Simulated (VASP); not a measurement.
Set up this calculation in VASP 6.6.1, as the native input.

```yaml
Task: single point
Functional: PBE
Potentials_or_basis: VASP PAW PBE potentials, release 64 (Pb_d, O)
Cutoff: 520 eV
k_mesh: 8 × 8 × 5
Occupations: fermi-dirac, width 0.02 eV
Spin: no spin polarisation
Dipole_correction: no
Further_INCAR_settings: ALGO = Normal; EDIFF = 1e-06; NBANDS = 20
```

The structure of PbO2 lies in POSCAR:

```
PbO2
1.0
    3.4153566512      0.0000000000      0.0000000000
   -1.7076783256      2.9577856229      0.0000000000
    0.0000000000      0.0000000000      5.3460708134
Pb O
1 2
Direct
    0.0000000000      0.0000000000      0.0000000000
    0.3333333333      0.6666666667      0.1985492555
    0.6666666667      0.3333333333      0.8014507445
```

One way to write it, as run:

INCAR

```
PREC = Accurate ; ENCUT = 520
EDIFF = 1E-6 ; ISMEAR = -1
SIGMA = 0.02 ; LREAL = F
LASPH = T ; NELM = 80
ALGO = Normal ; ISIF = 2
LWAVE = F ; LCHARG = T
GGA = PE ; LELF = T
LVHAR = T ; NBANDS = 20
```

KPOINTS

```
Automatic mesh
0
Gamma
  8 8 5
```

Potentials or basis: VASP PAW PBE potentials, release 64 (Pb_d, O).

Launch:

```sh
$ cat potpaw_PBE.64/Pb_d/POTCAR potpaw_PBE.64/O/POTCAR > POTCAR
$ mpirun -np 1 vasp_std > vasp.out
```

Results of the run:

```
Pressure               : 0.2 GPa
Largest force          : 0.032 eV/Å
Band gap on the k mesh : 0.88 eV (least direct gap 1.13 eV)
```

Caveat: spin-orbit coupling is left out, which moves the levels of the heavy elements; an odd mesh through Γ misses points on the zone boundary, where band edges can lie.

It took 70 s on 1 thread of Intel Xeon 8259CL (shared host), peak memory 0.2 GiB.
